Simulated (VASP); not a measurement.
Be2C:

```
CELL_PARAMETERS angstrom
0.00000 2.16049 2.16049
2.16049 0.00000 2.16049
2.16049 2.16049 0.00000
ATOMIC_POSITIONS crystal
Be 0.75000 0.75000 0.75000
Be 0.25000 0.25000 0.25000
C 0.00000 0.00000 0.00000
```

Base run:

```yaml
Program: VASP 6.6.1
Functional: PBE
Potentials_or_basis: VASP PAW PBE potentials, release 64 (Be, C)
Cutoff: 600 eV
k_mesh: 6 × 6 × 6
Occupations: gaussian, width 0.01 eV
Spin: no spin polarisation
```

Its results: band gap on the k mesh 1.16 eV (least direct gap 4.14 eV); pressure 1.3 GPa.

The run is repeated on the same cell with these changes: functional from PBE to LDA; potentials or basis from VASP PAW PBE potentials, release 64 (Be, C) to VASP PAW LDA potentials, release 64 (Be, C). What comes out?

Band gap on the k mesh 1.18 eV (least direct gap 4.03 eV); pressure -7.1 GPa.

Caveats: the cell stands under tension (at least some runs).

A k mesh can miss the band edges.
